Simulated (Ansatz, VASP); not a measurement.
**MgSe in VASP and in Ansatz**

Contents of POSCAR:

```
MgSe
1.0
    0.0000000000      2.7362693767      2.7362693767
    2.7362693767      0.0000000000      2.7362693767
    2.7362693767      2.7362693767      0.0000000000
Mg Se
1 1
Direct
    0.0000000000      0.0000000000      0.0000000000
    0.5000000000      0.5000000000      0.5000000000
```

File INCAR.step1:

```
SYSTEM = MgSe
PREC     = Accurate       ! precision mode
ENCUT    = 660            ! plane-wave cutoff, eV
ISMEAR   = -5             ! smearing method
SIGMA    = 0.1            ! smearing width, eV
LREAL    = .False.        ! projectors in reciprocal space
LASPH    = .True.         ! aspherical terms in the spheres
NELM     = 120            ! most SCF steps
NBANDS   = 11             ! bands
GGA      = PE             ! functional
ALGO     = Normal         ! electronic algorithm
EDIFF    = 1E-5           ! SCF threshold, eV
LWAVE    = .True.         ! write WAVECAR
LCHARG   = .False.        ! write CHGCAR
GGA_COMPAT= .False.
```

Contents of INCAR.step2:

```
SYSTEM = MgSe
PREC     = Accurate       ! precision mode
ENCUT    = 660            ! plane-wave cutoff, eV
EDIFF    = 1E-6           ! SCF threshold, eV
ISMEAR   = -5             ! smearing method
SIGMA    = 0.1            ! smearing width, eV
LREAL    = .False.        ! projectors in reciprocal space
LASPH    = .True.         ! aspherical terms in the spheres
NELM     = 120            ! most SCF steps
ALGO     = Normal         ! electronic algorithm
ISIF     = 2              ! what is computed and relaxed
LWAVE    = .False.        ! write WAVECAR
LCHARG   = .False.        ! write CHGCAR
METAGGA  = R2SCAN         ! meta-GGA
LMIXTAU  = .True.       
NBANDS   = 11             ! bands
ISTART   = 1            
GGA_COMPAT= .False.
```

KPOINTS

```
Automatic mesh
0
Gamma
  6 6 6
  0 0 0
```

Input for Ansatz:

```yaml
crystal:
  lattice:
    - [0.0, 2.7362693767, 2.7362693767]
    - [2.7362693767, 0.0, 2.7362693767]
    - [2.7362693767, 2.7362693767, 0.0]
  atoms:
    - { symbol: Mg, position: [0.0, 0.0, 0.0] }
    - { symbol: Se, position: [0.5, 0.5, 0.5] }
kpoints:
  mp_grid: { grid: [6, 6, 6] }
hamiltonian:
  xc: r2scan
scf:
  occupations: { method: tetrahedron }
  n_extra_bands: 4
output:
  forces: true
  stress: true
  eigenvalues: true
```

Alike in both runs: task single point; functional r2SCAN; k mesh 6 × 6 × 6; occupations tetrahedron; no spin polarisation.

|  | VASP | Ansatz |
| --- | --- | --- |
| version | VASP 6.6.1 | Ansatz 0.2.0 |
| potentials or method | VASP PAW PBE potentials, release 64 (Mg, Se) | plane waves |
| plane-wave cutoff (eV) | 660 | 500 |
| valence electrons in the cell | 8 | 26 |

```tsv
	VASP	Ansatz	Ansatz less VASP
gap on the k mesh at the Fermi level (eV)	2.44	2.48	+0.037
pressure (GPa)	-0.3	0.0	+0.30
```

VASP's potentials were made for PBE, not for r2SCAN. VASP's potentials hold 8 valence electrons a cell and Ansatz's 26, so a difference there can come from the potentials and not from the codes. Ansatz's warnings: band table not solved further, tetrahedron derivatives may miss energy slope.
